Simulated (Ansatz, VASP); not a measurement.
One calculation of W, two programs

```xyz
3
Lattice="4.4740 0.0000 0.0000 -2.2370 3.8746 0.0000 0.0000 0.0000 2.7426" Properties=species:S:1:pos:R:3 pbc="T T T"
W     0.0000    0.0000    0.0000
W     0.0000    2.5831    1.3713
W     2.2370    1.2915    1.3713
```

Alike in both runs: task relaxation of cell and atoms; functional PBE; k mesh 8 × 8 × 11; occupations fermi-dirac, width 0.1 eV; no spin polarisation.

```csv
,VASP,Ansatz
version,VASP 6.6.1,Ansatz 0.2.0
potentials or method,"VASP PAW PBE potentials, release 64 (W_sv), cutoff 600 eV","plane waves (420 eV) with PAW, scalar-relativistic"
valence electrons in the cell,42,42
```

```tsv
	VASP	Ansatz	Ansatz less VASP
relaxed volume (Å³/atom)	16.58	16.55	-0.033
relaxed cell length with the largest relative difference (Å)	2.613	2.610	-0.0030
```

Spin-orbit coupling is off throughout.
